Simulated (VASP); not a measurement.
C: single point with PBE

C:

```
C
1.0
     0.00000    1.78582    1.78582
     1.78582    0.00000    1.78582
     1.78582    1.78582    0.00000
C
2
Direct
  0.00000 0.00000 0.00000
  0.25000 0.25000 0.25000
```

```
Program                : VASP 6.6.1
Task                   : single point
Functional             : PBE
Potentials or basis    : VASP PAW PBE potentials, release 64 (C)
Cutoff                 : 520 eV
k mesh                 : 8 × 8 × 8
Occupations            : gaussian, width 0.1 eV
Spin                   : no spin polarisation
Dipole correction      : no
Further INCAR settings : ALGO = Normal; EDIFF = 1e-07; NBANDS = 11
```

```json
{
 "Pressure": "0.6 GPa",
 "Band gap on the k mesh": "4.12 eV (least direct gap 5.58 eV)"
}
```

Levels at points of the mesh, in eV from the valence-band top:
| k point | band 1 | band 2 | band 3 | band 4 | band 5 | band 6 | band 7 | band 8 | band 9 |
| --- | --- | --- | --- | --- | --- | --- | --- | --- | --- |
| (0.00, 0.00, 0.00) | -21.42 | 0.00 | 0.00 | 0.00 | 5.58 | 5.58 | 5.58 | 13.24 | 19.24 |
| (0.50, 0.00, 0.00) | -15.67 | -13.33 | -2.79 | -2.79 | 8.44 | 8.44 | 8.79 | 15.66 | 21.84 |
| (0.50, 0.50, 0.00) | -12.73 | -12.73 | -6.27 | -6.27 | 4.75 | 4.75 | 16.75 | 16.75 | 23.16 |

It took 4 s on 1 thread of Intel Xeon 8259CL, with other jobs on the host, peak memory 0.12 GiB.

A k mesh can miss the band edges.
